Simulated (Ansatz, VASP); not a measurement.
**LiH: VASP beside Ansatz**

Contents of POSCAR:

```
LiH
1.0
    0.0000000000      1.9606264100      1.9606264100
    1.9606264100      0.0000000000      1.9606264100
    1.9606264100      1.9606264100      0.0000000000
Li H
1 1
Direct
    0.0000000000      0.0000000000      0.0000000000
    0.5000000000      0.5000000000      0.5000000000
```

Contents of INCAR.step1:

```
SYSTEM = LiH
ALGO     = Normal         ! electronic algorithm
EDIFF    = 1E-4           ! SCF threshold, eV
ENCUT    = 520            ! plane-wave cutoff, eV
GGA      = PE             ! functional
ISMEAR   = -1             ! smearing method
LASPH    = .True.         ! aspherical terms in the spheres
LCHARG   = .False.        ! write CHGCAR
LREAL    = .False.        ! projectors in reciprocal space
LWAVE    = .True.         ! write WAVECAR
NELM     = 60             ! most SCF steps
PREC     = Accurate       ! precision mode
SIGMA    = 0.02           ! smearing width, eV
```

The input INCAR.step2:

```
SYSTEM = LiH
ALGO     = Normal         ! electronic algorithm
EDIFF    = 1E-6           ! SCF threshold, eV
EDIFFG   = -0.01          ! ionic threshold
ENCUT    = 520            ! plane-wave cutoff, eV
IBRION   = 2              ! ionic algorithm
ISIF     = 2              ! what is computed and relaxed
ISMEAR   = -1             ! smearing method
ISTART   = 1            
LASPH    = .True.         ! aspherical terms in the spheres
LCHARG   = .False.        ! write CHGCAR
LMIXTAU  = .True.       
LREAL    = .False.        ! projectors in reciprocal space
LWAVE    = .False.        ! write WAVECAR
METAGGA  = R2SCAN         ! meta-GGA
NELM     = 60             ! most SCF steps
NSW      = 50             ! ionic steps
PREC     = Accurate       ! precision mode
SIGMA    = 0.02           ! smearing width, eV
```

Contents of KPOINTS:

```
k-points
0
Gamma
  12 12 12
  0 0 0
```

Input for Ansatz:

```yaml
crystal:
  lattice:
    - [0.0, 1.96062641, 1.96062641]
    - [1.96062641, 0.0, 1.96062641]
    - [1.96062641, 1.96062641, 0.0]
  atoms:
    - { symbol: Li, position: [0.0, 0.0, 0.0] }
    - { symbol: H, position: [0.5, 0.5, 0.5] }
  symmetry: { tolerance: 0.0003 }
hamiltonian:
  xc: r2scan
  pseudopotentials: { kind: paw, azcp: { folder: soft_1 } }
basis:
  ecutwfc: 500
magnetization:
  spin_polarized: false
scf:
  occupations: { method: fermi_dirac, width: 0.02 }
kpoints:
  mp_grid: { grid: [12, 12, 12], shift: [0, 0, 0] }
  band_path:
    path:
      - [0.0, 0.0, 0.0]
      - [0.5, 0.0, 0.5]
      - [0.625, 0.25, 0.625]
      - [0.375, 0.375, 0.75]
      - [0.0, 0.0, 0.0]
      - [0.5, 0.5, 0.5]
      - [0.5, 0.25, 0.75]
      - [0.5, 0.0, 0.5]
    npoints: 10
output:
  forces: true
  stress: true
  eigenvalues: true
  write_potential: true
  elf: true
  volumetric_format: npy
  dos: { e_range: [-12, 8], de: 0.05 }
relax:
  max_steps: 30
```

Alike in both runs: task relaxation of the atoms; functional r2SCAN; k mesh 12 × 12 × 12; occupations fermi-dirac, width 0.02 eV; no spin polarisation.

|  | VASP | Ansatz |
| --- | --- | --- |
| version | VASP 6.6.1 | Ansatz 0.2.0 |
| potentials or method | VASP PAW PBE potentials, release 64 (Li_sv, H), cutoff 520 eV | PAW plane waves |
| valence electrons in the cell | 4 | 4 |

VASP gave:

| Property | Result |
| --- | --- |
| gap on the k mesh at the Fermi level, each at its own relaxed structure (eV) | 3.54 |

Q: Which values does Ansatz return?

A: gap on the k mesh at the Fermi level, each at its own relaxed structure (eV): 3.59.

VASP's potentials were made for PBE, not for r2SCAN. Ansatz's warnings: stress scf threshold loose.

Noted on VASP's run: the cutoff is short for stress, so the pressure is rough; the relaxation stopped at its first step, so nothing moved.
